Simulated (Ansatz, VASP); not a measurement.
## One calculation of MgTe, two programs

```
Mg Te
1.0
     4.71496    0.00000    0.00000
    -2.35748    4.08328    0.00000
     0.00000    0.00000    7.67874
Mg Te
2 2
Direct
  0.33333 0.66667 0.99939
  0.66667 0.33333 0.49939
  0.33333 0.66667 0.37561
  0.66667 0.33333 0.87561
```

Change from the starting cell: hydrostatic strain +3.0%.

Alike in both runs: task single point; functional HSE06; k mesh 6 × 6 × 2; no spin polarisation.

|  | VASP | Ansatz |
| --- | --- | --- |
| version | VASP 6.6.1 | Ansatz 0.2.0 |
| potentials or method | VASP PAW PBE potentials, release 64 (Mg, Te) | plane waves, PAW |
| plane-wave cutoff (eV) | 520 | 420 |
| occupations | gaussian, width 0.01 eV | fixed |
| valence electrons in the cell | 16 | 52 |

```csv
,VASP,Ansatz,Ansatz less VASP
gap on the k mesh at the Fermi level (eV),2.80,2.89,+0.099
pressure (GPa),-2.9,-2.8,+0.15
```

VASP's potentials hold 16 valence electrons a cell and Ansatz's 52, so a difference there can come from the potentials and not from the codes. Ansatz's warnings: stress exchange threshold loose, stress scf threshold loose.

Neither program's run includes spin-orbit coupling.
